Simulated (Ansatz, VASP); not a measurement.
**Two plane-wave programs on AlGa3N4**

```
CELL_PARAMETERS angstrom
4.60949 0.00000 0.00000
0.00000 4.60949 0.00000
0.00000 0.00000 4.60949
ATOMIC_POSITIONS crystal
Al 0.00000 0.00000 0.00000
Ga 0.50000 0.50000 0.00000
Ga 0.50000 0.00000 0.50000
Ga 0.00000 0.50000 0.50000
N 0.75535 0.75535 0.24465
N 0.75535 0.24465 0.75535
N 0.24465 0.75535 0.75535
N 0.24465 0.24465 0.24465
```

Alike in both runs: functional r2SCAN; k mesh 6 × 6 × 6; occupations gaussian, width 0.02 eV; no spin polarisation.

Ansatz relaxed the structure, and its values are those at the end. VASP's run is a single point on that final structure, the one shown.

|  | VASP | Ansatz |
| --- | --- | --- |
| version | VASP 6.6.1 | Ansatz 0.2.0 |
| potentials or method | VASP PAW PBE potentials, release 64 (Al, Ga_d, N_h), cutoff 910 eV | scalar-relativistic, plane waves, PAW |
| valence electrons in the cell | 62 | 62 |

```tsv
	VASP	Ansatz	Ansatz less VASP
gap on the k mesh at the Fermi level (eV)	2.13	2.13	-0.001
least direct gap on the mesh (eV)	2.13	2.13	-0.001
rms of the force components (eV/Å)	0.028	0.000	-0.0275
```

VASP's potentials were made for PBE, not for r2SCAN. Ansatz's warnings: stress scf threshold loose.

Noted on VASP's run: the cutoff is short for stress, so the pressure is rough.
